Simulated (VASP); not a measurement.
# Hf4Si (I4/m) in VASP: relaxation of cell and atoms with PBE

Aim: the relaxation of cell and atoms of Hf4Si with PBE.

All numbers are computed with VASP 6.6.1; they aren't measurements. Logs are shortened: lines on timing, memory, paths and dates and some standing lists are left out, and cuts for length are marked.

## (1) The cell of the first run

The structure is tetragonal, space group I4/m (No. 87). Conventional cell: a = 6.976 Å, b = 6.976 Å, c = 4.191 Å, α = 90.00°, β = 90.00°, γ = 90.00°. Hf (site symmetry m) has 9 Hf at 2.95 to 3.20 Å and 3 Si at 3.05 to 3.07 Å within 3.9 Å. Si (site symmetry 4/m) has 12 Hf at 3.05 to 3.07 Å within 4.0 Å.

## (2) Relaxation of cell and atoms, PBE

File INCAR:

```
SYSTEM = Hf4Si
PREC = Accurate
ENCUT = 600
EDIFF = 1E-6
ISMEAR = 0
SIGMA = 0.1
LREAL = .FALSE.
LASPH = .TRUE.
NELM = 80
ALGO = Fast
ISIF = 3
LWAVE = .FALSE.
LCHARG = .FALSE.
GGA = PE
IBRION = 2
NSW = 100
EDIFFG = -0.01
```

File KPOINTS:

```
Automatic mesh
0
G
  8 8 8
  0 0 0
```

File POSCAR:

```
Hf4Si
1.0
   -3.4877531318      3.4877531318      2.0955067132
    3.4877531318     -3.4877531318      2.0955067132
    3.4877531318      3.4877531318     -2.0955067132
Hf Si
4 1
Direct
    0.7976965724      0.3912180075      0.1889145799
    0.6087819925      0.7976965724      0.4064785649
    0.3912180075      0.2023034276      0.5935214351
    0.2023034276      0.6087819925      0.8110854201
    0.0000000000      0.0000000000      0.0000000000
```

Potentials or basis: VASP PAW PBE potentials, release 64 (Hf_pv, Si).

Run with:

```bash
> cat potpaw_PBE.64/Hf_pv/POTCAR potpaw_PBE.64/Si/POTCAR > POTCAR
> mpirun -np 1 vasp_std > vasp.out
```

OUTCAR:

```text
SYSTEM = Hf4Si
   PREC = Accurate
   ENCUT = 600
   EDIFF = 1E-6
   ISMEAR = 0
   LREAL = .FALSE.
   LASPH = .TRUE.
   NELM = 80
   ISIF = 3
   GGA = PE
   IBRION = 2
   NSW = 100
   EDIFFG = -0.01

 ion  position               nearest neighbor table
   1  0.798  0.391  0.189-   4 2.95   4 2.95   5 3.05   5 3.05   5 3.07   3 3.09   2 3.09   2 3.09
                             3 3.09   3 3.13   2 3.13   4 3.20
   2  0.609  0.798  0.406-   3 2.95   3 2.95   5 3.05   5 3.05   5 3.07   4 3.09   4 3.09   1 3.09
                             1 3.09   4 3.13   1 3.13   3 3.20
   3  0.391  0.202  0.594-   2 2.95   2 2.95   5 3.05   5 3.05   5 3.07   1 3.09   4 3.09   4 3.09
                             1 3.09   4 3.13   1 3.13   2 3.20
   4  0.202  0.609  0.811-   1 2.95   1 2.95   5 3.05   5 3.05   5 3.07   2 3.09   2 3.09   3 3.09
                             3 3.09   2 3.13   3 3.13   1 3.20
   5  0.000  0.000  0.000-   2 3.05   4 3.05   2 3.05   3 3.05   1 3.05   3 3.05   4 3.05   1 3.05
                             2 3.07   3 3.07   1 3.07   4 3.07

  LATTYP: Found a body centered tetragonal cell.
 ALAT       =     6.9755062636
 C/A-ratio  =     0.6008185310

  Lattice vectors:

 A1 = (  -3.4877531318,   3.4877531318,   2.0955067132)
 A2 = (   3.4877531318,  -3.4877531318,   2.0955067132)
 A3 = (   3.4877531318,   3.4877531318,  -2.0955067132)

Analysis of symmetry for initial positions (statically):
=====================================================================
 Subroutine PRICEL returns:
 Original cell was already a primitive cell.

 Routine SETGRP: Setting up the symmetry group for a
 body centered tetragonal supercell.

 Subroutine GETGRP returns: Found  8 space group operations
 (whereof  8 operations were pure point group operations)
 out of a pool of 16 trial point group operations.

The static configuration has the point symmetry C_4h.

Analysis of symmetry for dynamics (positions and initial velocities):
=====================================================================
 Subroutine PRICEL returns:
 Original cell was already a primitive cell.

 Routine SETGRP: Setting up the symmetry group for a
 body centered tetragonal supercell.

 Subroutine GETGRP returns: Found  8 space group operations
 (whereof  8 operations were pure point group operations)
 out of a pool of 16 trial point group operations.

The dynamic configuration has the point symmetry C_4h.

 Subroutine INISYM returns: Found  8 space group operations
 (whereof  8 operations are pure point group operations),
 and found     1 'primitive' translations

----------------------------------------------------------------------------------------

                                     Primitive cell

  volume of cell :     101.9625

  direct lattice vectors                    reciprocal lattice vectors
    -3.487753132  3.487753132  2.095506713     0.000000000  0.143358770  0.238605773
     3.487753132 -3.487753132  2.095506713     0.143358770  0.000000000  0.238605773
     3.487753132  3.487753132 -2.095506713     0.143358770  0.143358770  0.000000000

  length of vectors
     5.359103675  5.359103675  5.359103675     0.278360292  0.278360292  0.202739917

  position of ions in fractional coordinates (direct lattice)
     0.797696572  0.391218008  0.188914580
     0.608781992  0.797696572  0.406478565
     0.391218008  0.202303428  0.593521435
     0.202303428  0.608781992  0.811085420
     0.000000000  0.000000000  0.000000000

  ion indices of the primitive-cell ions
   primitive index   ion index
                 1           1
                 2           2
                 3           3
                 4           4
                 5           5

----------------------------------------------------------------------------------------

 KPOINTS: Automatic mesh

Automatic generation of k-mesh.
 Grid dimensions read from file:
 generate k-points for:    8    8    8

 Generating k-lattice:

  Cartesian coordinates                     Fractional coordinates (reciprocal lattice)
     0.000000000  0.017919846  0.029825722     0.125000000  0.000000000 -0.000000000
     0.017919846  0.000000000  0.029825722     0.000000000  0.125000000 -0.000000000
     0.017919846  0.017919846  0.000000000     0.000000000  0.000000000  0.125000000

  Length of vectors
     0.034795036  0.034795036  0.025342490

  Shift w.r.t. Gamma in fractional coordinates (k-lattice)
     0.000000000  0.000000000  0.000000000

 Subroutine IBZKPT returns following result:
 ===========================================

 Found     78 irreducible k-points:

 Following reciprocal coordinates:
            Coordinates               Weight
  0.000000  0.000000  0.000000      1.000000
  0.125000 -0.000000  0.000000      8.000000
  0.250000 -0.000000  0.000000      8.000000
  0.375000 -0.000000  0.000000      8.000000
  0.500000 -0.000000  0.000000      4.000000
  0.125000  0.125000  0.000000      8.000000
[... 16 lines left out ...]
 -0.375000  0.250000 -0.000000      8.000000
 -0.250000  0.375000  0.000000      8.000000
 [... further k-points ...]
   k-points           NKPTS =     78   k-points in BZ     NKDIM =     78   number of bands    NBANDS=     26
   number of dos      NEDOS =    301   number of ions     NIONS =      5
   total plane-waves  NPLWV = 110592
   dimension x,y,z NGX =    48 NGY =   48 NGZ =   48
   dimension x,y,z NGXF=    96 NGYF=   96 NGZF=   96
   ions per type =               4   1
   NGX,Y,Z   is equivalent  to a cutoff of  14.89, 14.89, 14.89 a.u.
   NGXF,Y,Z  is equivalent  to a cutoff of  29.78, 29.78, 29.78 a.u.
 SYSTEM =  Hf4Si
   PREC   = accura    normal or accurate (medium, high low for compatibility)
   ISTART =      0    job   : 0-new  1-cont  2-samecut
   ICHARG =      2    charge: 1-file 2-atom 10-const
   ISPIN  =      1    spin polarized calculation?
   LNONCOLLINEAR =      F non collinear calculations
   LSORBIT =      F    spin-orbit coupling
   LASPH  =      T    aspherical Exc in radial PAW
   ENCUT  =  600.0 eV  44.10 Ry    6.64 a.u.  10.70 10.70 10.70*2*pi/ulx,y,z
   NELM   =     80;   NELMIN=  2; NELMDL= -5     # of ELM steps
   EDIFF  = 0.1E-05   stopping-criterion for ELM
   LREAL  =      F    real-space projection
   EDIFFG = -.1E-01   stopping-criterion for IOM
   NSW    =    100    number of steps for IOM
   IBRION =      2    ionic relax: 0-MD 1-quasi-New 2-CG
   NFREE  =      1    steps in history (QN), initial steepest desc. (CG)
   ISIF   =      3    stress and relaxation
   ISYM   =      2    0-nonsym 1-usesym 2-fastsym
   POTIM  = 0.5000    time-step for ionic-motion
   TEBEG  =    0.0;   TEEND  =   0.0 temperature during run
   PSTRESS=    0.0 pullay stress
   NELECT =      44.0000    total number of electrons
   NUPDOWN=      -1.0000    fix difference up-down
   EMIN   =  10.00;   EMAX   =-10.00  energy-range for DOS
   EFERMI =   0.00;   METHOD = LEGACY
   ISMEAR =     0;   SIGMA  =   0.10  broadening in eV -4-tet -1-fermi 0-gaus
   EFERMI_NEDOS =   21; number of points for ismear=-14 and -15
   IALGO  =     68    algorithm
   IMIX   =      4    mixing-type and parameters
     AMIX     =   0.40;   BMIX     =  1.00
     AMIX_MAG =   1.60;   BMIX_MAG =  1.00
  volume/ion in A,a.u.               =      20.39       137.62
  Fermi-wavevector in a.u.,A,eV,Ry     =   1.237121  2.337820 20.823290  1.530469
  Thomas-Fermi vector in A             =   2.371701
   LORBIT       =      0    0 simple, 1 ext, 2 COOP (PROOUT), +10 PAW based schemes
   GGA     = PE    functional components
   LHFCALC =     F    Hartree Fock is set to
   AEXX    =    0.0000 exact exchange contribution
   IVDW    =     0    specifies the selected vdW correction
   LEPSILON=     F    determine dielectric tensor
   LRPA    =     F    only Hartree local field effects (RPA)
 conjugate gradient relaxation of ions
 non-spin polarized calculation
 RMM-DIIS sequential band-by-band and
 Gauss-broadening in eV      SIGMA  =   0.10
  energy-cutoff  :      600.00
  volume of cell :      101.96
 maximum number of plane-waves:      3428
 NGX is ok and might be reduce to    48
   NGX = 21   NGY = 21   NGZ = 21

--------------------------------------- Ionic step        1  -------------------------------------------

 number of electron      43.9999997 magnetization

 Free energy of the ion-electron system (eV)
  ---------------------------------------------------
  ext. energy  EPLUGINS =         0.00000000
  ---------------------------------------------------
  free energy    TOTEN  =       -45.91383877 eV

  energy without entropy =      -45.88089214  energy(sigma->0) =      -45.89736545

------------------------ aborting loop because EDIFF is reached ----------------------------------------

  FORCE on cell =-STRESS in cart. coord.  units (eV):
  Direction    XX          YY          ZZ          XY          YZ          ZX
  --------------------------------------------------------------------------------------
  -------------------------------------------------------------------------------------
  Total       -0.2366673     -0.2366673     -0.6972254      0.0000001      0.0000000     -0.0000000
  in kB       -3.7188473     -3.7188473    -10.9557796      0.0000022      0.0000000     -0.0000000
  external PRESSURE =      -6.1311581 kB  Pullay stress =       0.0000000 kB

 VOLUME and BASIS-vectors are now :
 -----------------------------------------------------------------------------
  energy-cutoff  :      600.00
  volume of cell :      101.96
      direct lattice vectors                 reciprocal lattice vectors
    -3.487753132  3.487753132  2.095506713     0.000000000  0.143358770  0.238605773
     3.487753132 -3.487753132  2.095506713     0.143358770  0.000000000  0.238605773
     3.487753132  3.487753132 -2.095506713     0.143358770  0.143358770  0.000000000
[... 196 lines left out ...]
 POSITION                                       TOTAL-FORCE (eV/Angst)
 -----------------------------------------------------------------------------------
     -0.76168      2.08485      2.08083        -0.001034      0.010024     -0.000000
      2.08485      0.76168      2.08083         0.010024      0.001034      0.000000
      1.40643      2.72960      0.00000        -0.010024     -0.001034     -0.000000
      4.25296      1.40643      0.00000         0.001034     -0.010024     -0.000000
      0.00000      0.00000     -0.00000        -0.000000      0.000000     -0.000000
 -----------------------------------------------------------------------------------
    total drift:                                0.000000     -0.000000      0.000000

  FREE ENERGIE OF THE ION-ELECTRON SYSTEM (eV)
  ---------------------------------------------------
  free  energy   TOTEN  =       -45.9170403579 eV

  energy  without entropy=      -45.8845468951  energy(sigma->0) =      -45.90079363

--------------------------------------- Ionic step        7  -------------------------------------------

 number of electron      43.9999999 magnetization

 Free energy of the ion-electron system (eV)
  ---------------------------------------------------
  ext. energy  EPLUGINS =         0.00000000
  ---------------------------------------------------
  free energy    TOTEN  =       -45.91703791 eV

  energy without entropy =      -45.88455092  energy(sigma->0) =      -45.90079441

 E-fermi :   5.6309     XC(G=0): -11.3721

 val. band max:        5.6278371325   @ k =  -0.1250   0.1250   0.0000
 cond. band min:       5.6362990171   @ k =   0.2500  -0.0000   0.0000
 fundamental gap:      0.0084618846
 Fermi energy:         5.6308956135

 k-point     1 :       0.0000    0.0000    0.0000
  band No.  band energies     occupation
      1     -25.0110      2.00000
      2     -25.0109      2.00000
      3     -24.8842      2.00000
      4     -24.8842      2.00000
      5     -24.8603      2.00000
      6     -24.8603      2.00000
[... 18 lines left out ...]
     25       6.3880      0.00000
     26       8.2823      0.00000
[... 644 lines left out ...]
      4     -24.8988      2.00000
      5     -24.8251      2.00000
      6     -24.7635      2.00000
[... 18 lines left out ...]
     25       6.6115      0.00000
     26       7.1045      0.00000

 [... further k-points ...]

------------------------ aborting loop because EDIFF is reached ----------------------------------------

  FORCE on cell =-STRESS in cart. coord.  units (eV):
  Direction    XX          YY          ZZ          XY          YZ          ZX
  --------------------------------------------------------------------------------------
  -------------------------------------------------------------------------------------
  Total       -0.0171057     -0.0171057      0.0375361      0.0000000      0.0000000     -0.0000000
  in kB       -0.2701021     -0.2701021      0.5927015      0.0000007      0.0000000     -0.0000000
  external PRESSURE =       0.0174991 kB  Pullay stress =       0.0000000 kB

 VOLUME and BASIS-vectors are now :
 -----------------------------------------------------------------------------
  energy-cutoff  :      600.00
  volume of cell :      101.47
      direct lattice vectors                 reciprocal lattice vectors
    -3.491798088  3.491798101  2.080489499     0.000000000  0.143192701  0.240328057
     3.491798088 -3.491798101  2.080489499     0.143192701 -0.000000000  0.240328057
     3.491798101  3.491798088 -2.080489499     0.143192701  0.143192701  0.000000000

 POSITION                                       TOTAL-FORCE (eV/Angst)
 -----------------------------------------------------------------------------------
     -0.76188      2.08540      2.08049        -0.000047      0.007938      0.000000
      2.08540      0.76188      2.08049         0.007938      0.000047     -0.000000
      1.40640      2.72992      0.00000        -0.007938     -0.000047      0.000000
      4.25368      1.40640      0.00000         0.000047     -0.007938     -0.000000
      0.00000      0.00000     -0.00000         0.000000      0.000000      0.000000
 -----------------------------------------------------------------------------------
    total drift:                               -0.000000     -0.000000      0.000000

  FREE ENERGIE OF THE ION-ELECTRON SYSTEM (eV)
  ---------------------------------------------------
  free  energy   TOTEN  =       -45.9170379073 eV

  energy  without entropy=      -45.8845509208  energy(sigma->0) =      -45.90079441

 reached required accuracy - stopping structural energy minimisation
```

Run time: 11 min. Hardware: 1 thread of Intel Xeon 6975P-C (Granite Rapids), shared host; peak memory 0.47 GiB.

What came out:

```
Free energy                           : -45.9170 eV
Relaxed volume                        : 20.29 Å³/atom
Relaxed cell                          : a = 5.359 Å, b = 5.359 Å, c = 5.359 Å, α = 98.67°, β = 98.67°, γ = 134.31°
Space group after relaxing (to 0.1 Å) : I4/m (No. 87)
Energy gained by relaxing             : 0.6 meV/atom
Ionic steps                           : 7
Pressure after relaxing               : 0.0 GPa
Largest force after relaxing          : 0.008 eV/Å
Band gap on the k mesh                : zero (bands 22 and 23 overlap by 0.42 eV)
```

Forces on the atoms (eV/Å):
```
Hf   0.000  0.008  0.000
Hf   0.008  0.000  0.000
Hf  -0.008  0.000  0.000
Hf   0.000 -0.008  0.000
Si   0.000  0.000  0.000
```

The path:
```tsv
step	energy change (eV)	largest force (eV/Å)	pressure (GPa)	volume (Å³)
1	0.0000	0.0736	-0.61	101.96
2	-0.0015	0.0288	0.70	100.81
3	-0.0022	0.0457	0.19	101.23
4	-0.0031	0.0232	0.07	101.37
5	-0.0032	0.0119	0.01	101.44
6	-0.0032	0.0101	0.01	101.45
7	-0.0032	0.0079	0.00	101.47
```

Final structure:
```
CELL_PARAMETERS angstrom
-3.49180 3.49180 2.08049
3.49180 -3.49180 2.08049
3.49180 3.49180 -2.08049
ATOMIC_POSITIONS crystal
Hf 0.79861 0.39090 0.18952
Hf 0.60910 0.79861 0.40771
Hf 0.39090 0.20139 0.59229
Hf 0.20139 0.60910 0.81048
Si 0.00000 0.00000 0.00000
```

Levels at points of the mesh, in eV from the Fermi level:
| k point | band 20 | band 21 | band 22 | band 23 | band 24 | band 25 |
| --- | --- | --- | --- | --- | --- | --- |
| (0.00, 0.00, 0.00) | -1.27 | -0.61 | 0.02 | 0.02 | 0.35 | 0.76 |
| (0.50, 0.00, 0.00) | -0.89 | -0.35 | -0.01 | 0.27 | 0.72 | 0.79 |
| (0.50, 0.50, 0.00) | -1.15 | -0.72 | -0.13 | 0.17 | 0.71 | 1.44 |
| (0.50, 0.50, 0.50) | -1.00 | -0.01 | -0.01 | 0.11 | 0.11 | 0.44 |

Caveat: spin-orbit coupling is left out, which moves the levels of the heavy elements.
